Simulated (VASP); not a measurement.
Set up this calculation in VASP 6.6.1, as the native input.

* Task: single point
* Functional: r2SCAN
* Potentials or basis: VASP PAW PBE potentials, release 64 (F, Sn_d)
* Cutoff: 520 eV
* k mesh: 7 × 7 × 5
* Occupations: gaussian, width 0.0216 eV
* Spin: no spin polarisation
* Dipole correction: no
* Further INCAR settings: ALGO = Normal; EDIFF = 1e-06; NBANDS = 29

SnF:

```
F Sn
1.0
     4.08868    0.00000    0.00000
    -2.04434    3.54091    0.00000
     0.00000    0.00000    4.96302
F Sn
2 2
Direct
  0.00000 0.00000 0.00000
  0.00000 0.00000 0.50000
  0.33333 0.66667 0.25000
  0.66666 0.33333 0.75000
```

The input as run:

POSCAR

```
SnF
1.0
    4.0886820000      0.0000000000      0.0000000000
   -2.0443410000      3.5409060000      0.0000000000
    0.0000000000      0.0000000000      4.9630160000
F Sn
2 2
Direct
    0.0000000000      0.0000000000      0.0000000000
    0.0000000000      0.0000000000      0.5000000000
    0.3333300000      0.6666700000      0.2500000000
    0.6666600000      0.3333300000      0.7500000000
```

INCAR.step1

```
SYSTEM = SnF
ALGO = Normal ; EDIFF = 1E-4
ENCUT = 520 ; GGA = PE
ISMEAR = 0 ; LASPH = .True.
LCHARG = .False. ; LREAL = .False.
LWAVE = .True. ; NBANDS = 29
NELM = 60 ; PREC = Accurate
SIGMA = 0.0216
```

INCAR.step2

```
SYSTEM = SnF
ALGO = Normal ; EDIFF = 1E-6
ENCUT = 520 ; ISIF = 2
ISMEAR = 0 ; ISTART = 1
LASPH = .True. ; LCHARG = .True.
LELF = .True. ; LMIXTAU = .True.
LREAL = .False. ; LVHAR = .True.
LWAVE = .False. ; METAGGA = R2SCAN
NBANDS = 29 ; NELM = 60
PREC = Accurate ; SIGMA = 0.0216
```

KPOINTS

```
k-points
0
Gamma
  7 7 5
  0 0 0
```

Potentials or basis: VASP PAW PBE potentials, release 64 (F, Sn_d).

Run with:

```sh
$ cat potpaw_PBE.64/F/POTCAR potpaw_PBE.64/Sn_d/POTCAR > POTCAR
$ cp INCAR.step1 INCAR
$ mpirun -np 1 vasp_std > vasp.out
$ cp INCAR.step2 INCAR
$ mpirun -np 1 vasp_std > vasp.out
```

It gave:

| Property | Result |
| --- | --- |
| Pressure | 1.2 GPa |
| Band gap on the k mesh | zero (band 21 reaches 8.84 eV, above the bottom of band 22 at 5.99 eV) |

Caveat: the PAW data sets were made with another functional, which shifts forces and pressure a little; spin-orbit coupling is left out, which moves the levels of the heavy elements.

Wall time 3.7 min on 1 thread of Intel(R) Xeon(R) Platinum 8488C (Sapphire Rapids), on a shared host, peak memory 0.24 GiB.
